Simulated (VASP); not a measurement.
Na3BrO, 5 atoms in the cell. The structure is cubic, space group Pm-3m (No. 221). Conventional cell: a = 4.533 Å, b = 4.533 Å, c = 4.533 Å, α = 90.00°, β = 90.00°, γ = 90.00°. Within 3.0 Å of Na (site symmetry 4/mmm) lie 2 O at 2.27 Å. Br (site symmetry m-3m) has 12 Na at 3.21 Å and 8 O at 3.93 Å within 4.2 Å. Within 3.0 Å of O (site symmetry m-3m) lie 6 Na at 2.27 Å. 

```yaml
Program: VASP 6.6.1
Task: single point
Functional: PBEsol
Potentials_or_basis: VASP PAW PBE potentials, release 64 (Na_pv, Br, O)
Cutoff: 520 eV
k_mesh: 4 × 4 × 4
Occupations: gaussian, width 0.01 eV
Spin: no spin polarisation
Dipole_correction: no
Further_INCAR_settings: ALGO = Normal; EDIFF = 1e-06; NBANDS = 25
```

Potentials or basis: VASP PAW PBE potentials, release 64 (Na_pv, Br, O).

The run is started by

```sh
$ cat potpaw_PBE.64/Na_pv/POTCAR potpaw_PBE.64/Br/POTCAR potpaw_PBE.64/O/POTCAR > POTCAR
$ mpirun -np 1 vasp_std > vasp.out
```

Hardware: 1 thread of Intel(R) Xeon(R) Platinum 8375C CPU @ 2.90GHz (Ice Lake), with other jobs on the host.

Problem. Estimate the wall time of this run.

Solution. It took 19 s on 1 thread of Intel(R) Xeon(R) Platinum 8375C CPU @ 2.90GHz (Ice Lake), with other jobs on the host, peak memory 0.2 GiB. Counts: scf iterations 14, k points 10.
